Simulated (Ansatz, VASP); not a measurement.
# Two plane-wave programs on SnS

```
CELL_PARAMETERS angstrom
4.02226 0.00000 0.00000
0.00000 4.45657 0.00000
0.00000 0.00000 35.11258
ATOMIC_POSITIONS crystal
Sn 0.75000 0.63050 0.21360
Sn 0.25000 0.13050 0.29737
Sn 0.75000 0.86950 0.37661
Sn 0.25000 0.36950 0.46038
Sn 0.75000 0.63050 0.53962
Sn 0.25000 0.13050 0.62339
Sn 0.75000 0.86950 0.70263
Sn 0.25000 0.36950 0.78640
S 0.25000 0.02261 0.22293
S 0.75000 0.52261 0.28804
S 0.25000 0.47739 0.38594
S 0.75000 0.97739 0.45105
S 0.25000 0.02261 0.54895
S 0.75000 0.52261 0.61406
S 0.25000 0.47739 0.71196
S 0.75000 0.97739 0.77707
```

Alike in both runs: task single point; functional PBE; k mesh 7 × 6 × 1; occupations gaussian, width 0.05 eV; no spin polarisation.

|  | VASP | Ansatz |
| --- | --- | --- |
| version | VASP 6.6.1 | Ansatz 0.2.0 |
| potentials or method | VASP PAW PBE potentials, release 64 (Sn_d, S), cutoff 400 eV | scalar-relativistic, plane waves, PAW |
| valence electrons in the cell | 160 | 160 |

```csv
,VASP,Ansatz,Ansatz less VASP
gap on the k mesh at the Fermi level (eV),1.29,1.29,-0.001
least direct gap on the mesh (eV),1.51,1.52,+0.011
rms of the force components (eV/Å),0.054,0.053,-0.0004
```

With one functional, cell and mesh, what is left measures potentials, basis and numerics.
